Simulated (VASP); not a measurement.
Wanted: the native input for a VASP 6.6.1 run.

| Quantity | Value |
| --- | --- |
| Task | single point |
| Functional | PBE |
| Potentials or basis | VASP PAW PBE potentials, release 64 (Sn_d, S) |
| Cutoff | 520 eV |
| k mesh | 4 × 4 × 4 |
| Occupations | gaussian, width 0.1 eV |
| Spin | no spin polarisation |
| Dipole correction | no |
| Further INCAR settings | ALGO = Normal; EDIFF = 1e-06; NBANDS = 24 |

The structure of Sn2S lies in POSCAR:

```
Sn2S
1.0
    0.0000000000      3.4752287323      3.4752287323
    3.4752287323      0.0000000000      3.4752287323
    3.4752287323      3.4752287323      0.0000000000
Sn S
2 1
Direct
    0.2500000000      0.2500000000      0.2500000000
    0.7500000000      0.7500000000      0.7500000000
    0.0000000000      0.0000000000      0.0000000000
```

These files were run (other wordings do the same):

INCAR

```
PREC = Accurate
ENCUT = 520
EDIFF = 1E-6
ISMEAR = 0
SIGMA = 0.1
LREAL = False
LASPH = True
NELM = 60
ALGO = Normal
ISIF = 2
LWAVE = False
LCHARG = True
GGA = PE
LELF = True
LVHAR = True
NBANDS = 24
```

KPOINTS

```
Automatic mesh
0
Gamma
  4 4 4
```

Potentials or basis: VASP PAW PBE potentials, release 64 (Sn_d, S).

Run with:

```console
$ cat potpaw_PBE.64/Sn_d/POTCAR potpaw_PBE.64/S/POTCAR > POTCAR
$ mpirun -np 1 vasp_std > vasp.out
```

It gave:

| Quantity | Value |
| --- | --- |
| Pressure | 0.2 GPa |
| Band gap on the k mesh | zero (bands 17 and 18 overlap by 1.31 eV) |

Caveat: the k points lie up to 0.39 Å⁻¹ apart, too coarse for converged energies and pressures of a metal; spin-orbit coupling is left out, which moves the levels of the heavy elements.

Wall time 42 s on 1 thread of Intel(R) Xeon(R) Platinum 8259CL CPU @ 2.50GHz (Skylake/Cascade Lake), on a shared host, peak memory 0.23 GiB.
